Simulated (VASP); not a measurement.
## Li: relaxation of cell and atoms with PBE

Crystal: Li.

```
Li
1.0
     4.19578    0.00000    0.00000
    -2.09789    3.63365    0.00000
     0.00000    0.00000    5.14547
Li
4
Cartesian
  0.0000 0.0000 0.0733
  0.0000 0.0000 2.6461
  0.0000 2.4224 4.0802
  2.0979 1.2112 1.5074
```

* Program: VASP 6.6.1
* Task: relaxation of cell and atoms
* Functional: PBE
* Potentials or basis: VASP PAW PBE potentials, release 64 (Li_sv)
* Cutoff: 600 eV
* k mesh: 6 × 6 × 4
* Occupations: gaussian, width 0.1 eV
* Spin: no spin polarisation
* Dipole correction: no
* Further INCAR settings: ALGO = Normal; EDIFF = 1e-06; IBRION = 2; EDIFFG = -0.04; NSW = 90; ISIF = 3

```yaml
Relaxed_volume: 18.41 Å³/atom
Relaxed_cell: a = 3.521 Å, b = 3.521 Å, c = 6.860 Å, α = 90.00°, β = 90.00°, γ = 120.00°
Space_group_after_relaxing_to_0.05_Å: P6_3/mmc (No. 194)
Energy_gained_by_relaxing: 62.2 meV/atom
Ionic_steps: 21
Pressure_after_relaxing: 0.0 GPa
Largest_force_after_relaxing: 0.020 eV/Å
Band_gap_on_the_k_mesh: zero (band 6 reaches 1.15 eV, above the bottom of band 7 at -0.35 eV)
```

Forces on the atoms (eV/Å):
```
Li   0.000  0.000  0.020
Li   0.000  0.000  0.020
Li   0.000  0.000 -0.020
Li   0.000  0.000 -0.020
```

Stress tensor (GPa, compression positive):
```
 0.18  0.00  0.00
 0.00  0.18  0.00
 0.00  0.00 -0.24
```

Step by step:
| step | energy change (eV) | largest force (eV/Å) | pressure (GPa) | volume (Å³) |
| --- | --- | --- | --- | --- |
| 1 | 0.0000 | 0.0844 | 1.83 | 78.45 |
| 2 | -0.0335 | 0.0820 | 1.35 | 81.02 |
| 3 | -0.0862 | 0.0713 | 0.13 | 89.04 |
| 4 | -0.0893 | 0.0673 | -0.19 | 91.57 |
| 5 | -0.0934 | 0.0608 | -0.18 | 91.22 |
| 6 | -0.1053 | 0.0399 | -0.16 | 90.13 |
| 7 | -0.1246 | 0.0024 | -0.11 | 87.86 |
| 8 | -0.1301 | 0.2055 | -0.03 | 82.97 |
| 9 | -0.1322 | 0.1134 | -0.05 | 84.84 |
| 10 | -0.1398 | 0.1303 | -0.11 | 84.20 |
| 11 | -0.1679 | 0.1719 | -0.28 | 82.15 |
| 12 | -0.2040 | 0.2910 | -0.45 | 77.49 |
| 13 | -0.2033 | 0.2675 | -0.40 | 78.46 |
| 14 | -0.2137 | 0.2524 | -0.42 | 77.57 |
| 15 | -0.2233 | 0.2241 | -0.47 | 76.15 |
| 16 | -0.2233 | 0.1514 | -0.51 | 73.21 |
| 17 | -0.2252 | 0.1844 | -0.50 | 74.51 |
| 18 | -0.2361 | 0.1362 | -0.20 | 73.67 |
| 19 | -0.2447 | 0.0342 | 0.46 | 71.96 |
| 20 | -0.2471 | 0.0123 | 0.29 | 72.62 |
| 21 | -0.2487 | 0.0204 | 0.04 | 73.66 |

Final structure:
```xyz
4
Lattice="3.5211 0.0000 0.0000 -1.7606 3.0494 0.0000 0.0000 0.0000 6.8601" Properties=species:S:1:pos:R:3 pbc="T T T"
Li    0.0000    0.0000    0.1917
Li    0.0000    0.0000    3.6218
Li    0.0000    2.0329    5.3458
Li    1.7606    1.0165    1.9157
```

Levels at points of the mesh, in eV from the Fermi level:
```tsv
k point	band 3	band 4	band 5	band 6	band 7	band 8	band 9	band 10
(0.00, 0.00, 0.00)	-46.79	-46.77	-3.75	-1.45	-1.41	4.73	7.51	8.05
(0.50, 0.00, 0.00)	-46.79	-46.79	-1.15	-0.58	0.56	0.80	3.25	4.35
(0.00, 0.00, 0.50)	-46.78	-46.78	-3.19	-3.19	1.59	1.59	8.05	8.05
(0.50, 0.00, 0.50)	-46.79	-46.79	-0.80	-0.80	0.35	0.35	4.70	4.70
```

Wall time 2.4 min on 1 thread of AMD EPYC 9R45 96-Core Processor (Zen 5), on a shared host, peak memory 0.18 GiB.

Caveat: the cutoff is under 1.25 times the usual one of these potentials, so pressure, stress and relaxed cells hold a basis-set (Pulay) error.
